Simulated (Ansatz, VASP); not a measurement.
# One calculation of HfSiO4, two programs

```
Hf Si O
1.0
    -3.32950    3.32950    3.02084
     3.32950   -3.32950    3.02084
     3.32950    3.32950   -3.02084
Hf Si O
2 2 8
Direct
  0.75000 0.25000 0.50000
  0.00000 0.00000 0.00000
  0.25000 0.75000 0.50000
  0.50000 0.50000 0.00000
  0.13506 0.31906 0.81600
  0.06906 0.75306 0.68400
  0.50306 0.31906 0.18400
  0.06906 0.38506 0.31600
  0.61494 0.93094 0.68400
  0.68094 0.86494 0.18400
  0.24694 0.93094 0.31600
  0.68094 0.49694 0.81600
```

Change from the starting cell: volume scaled by 1.04, ions relaxed.

Alike in both runs: functional PBE; k mesh 7 × 7 × 7; occupations fermi-dirac, width 0.02 eV; no spin polarisation.

Ansatz relaxed the structure, and its values are those at the end. VASP's run is a single point on that final structure, the one shown.

|  | VASP | Ansatz |
| --- | --- | --- |
| version | VASP 6.6.1 | Ansatz 0.2.0 |
| potentials or method | VASP PAW PBE potentials, release 64 (Hf_pv, Si, O) | plane-wave PAW, scalar-relativistic |
| plane-wave cutoff (eV) | 520 | 420 |
| valence electrons in the cell | 76 | 108 |

Ansatz gave:

- gap on the k mesh at the Fermi level (eV): 5.26
- pressure (GPa): -1.9
- rms of the force components (eV/Å): 0.005

What did VASP give for the same quantities?

gap on the k mesh at the Fermi level (eV): 5.21; pressure (GPa): -3.5; rms of the force components (eV/Å): 0.090.

The functional is the same, so the differences come from potentials, cutoffs and numerics. VASP's potentials hold 76 valence electrons a cell and Ansatz's 108, so a difference there can come from the potentials and not from the codes. Ansatz's warnings: stress scf threshold loose.

Neither program's run includes spin-orbit coupling.
